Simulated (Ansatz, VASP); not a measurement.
**Ru in VASP and in Ansatz**

Contents of INCAR:

```
  PREC = Accurate
  ENCUT = 520
  EDIFF = 1E-6
  ISMEAR = 0
  SIGMA = 0.1
  LREAL = F
  LASPH = T
  NELM = 60
  ALGO = Normal
  ISIF = 2
  LWAVE = F
  LCHARG = F
  GGA = PE
  NBANDS = 13
```

File KPOINTS:

```
Automatic mesh
0
Gamma
  18 18 18
```

Contents of POSCAR:

```
Ru
1.0
    0.0000000000      1.9913510500      1.9913510500
    1.9913510500      0.0000000000      1.9913510500
    1.9913510500      1.9913510500      0.0000000000
Ru
1
Direct
    0.0000000000      0.0000000000      0.0000000000
```

Input for Ansatz:

```yaml
crystal:
  lattice:
    - [0.0, 1.99135105, 1.99135105]
    - [1.99135105, 0.0, 1.99135105]
    - [1.99135105, 1.99135105, 0.0]
  atoms:
    - { symbol: Ru, position: [0.0, 0.0, 0.0] }
basis:
  ecutwfc: 420
kpoints:
  mp_grid: { grid: [18, 18, 18] }
hamiltonian:
  xc: pbe
scf:
  occupations: { method: gaussian, width: 0.1 }
output:
  forces: true
  stress: true
  eigenvalues: true
```

Alike in both runs: task single point; functional PBE; k mesh 18 × 18 × 18; occupations gaussian, width 0.1 eV; no spin polarisation.

```csv
,VASP,Ansatz
version,VASP 6.6.1,Ansatz 0.2.0
potentials or method,"VASP PAW PBE potentials, release 64 (Ru_pv), cutoff 520 eV","scalar-relativistic, plane waves, PAW"
valence electrons in the cell,14,16
```

|  | VASP | Ansatz | Ansatz less VASP |
| --- | --- | --- | --- |
| gap on the k mesh at the Fermi level (eV) | none | none | - |
| pressure (GPa) | -29.4 | -29.3 | +0.08 |

A gap of «none» marks a metal or a gap that the smearing closes. Both programs put the cell under strong tension, so it lies far from rest at this level. The functional is the same, so the differences come from potentials, cutoffs and numerics. VASP's potentials hold 14 valence electrons a cell and Ansatz's 16, so a difference there can come from the potentials and not from the codes.
